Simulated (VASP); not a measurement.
Runs of VASP 6.6.1 on SiGe. The structure is that of space group P6_3mc (No. 186), or close to it. The cells are those of the table. 

| cell | gap on the mesh (eV) | pressure (GPa) | largest force (eV/Å) |
| --- | --- | --- | --- |
| a = 3.958, b = 3.958, c = 6.278 Å, angles 90.0, 90.0, 120.0°, 4 atoms | none | 0.0 | 0.45 |
| a = 3.577, b = 3.577, c = 7.684 Å, angles 90.0, 90.0, 120.0°, 4 atoms | none | 6.8 | 1.14 |
| a = 4.206, b = 4.206, c = 5.559 Å, angles 90.0, 90.0, 120.0°, 4 atoms | none | 7.5 | (b) |
| a = 4.122, b = 4.122, c = 5.788 Å, angles 90.0, 90.0, 120.0°, 4 atoms | none | 3.9 | 2.67 |
| a = 4.014, b = 4.014, c = 6.102 Å, angles 90.0, 90.0, 120.0°, 4 atoms | none | (a) | 1.06 |
| a = 3.674, b = 3.674, c = 7.285 Å, angles 90.0, 90.0, 120.0°, 4 atoms | none | 3.5 | 0.97 |

Alike in all rows: task single point; level PBEsol; potentials or basis VASP PAW PBE potentials, release 64 (Si, Ge_d); no spin polarisation; k mesh 12 × 12 × 6; cutoff (eV) 520; smearing gaussian 0.03 eV.

**Question.** Estimate the missing entries.

**Answer.** (a) 0.8; (b) 4.40.

Caveats: the PAW data sets were made with another functional, which shifts forces and pressure a little.

A k mesh can miss the band edges, and the runs leave out spin-orbit coupling on Ge.

A gap of «none» marks levels without a gap at the run's occupations.
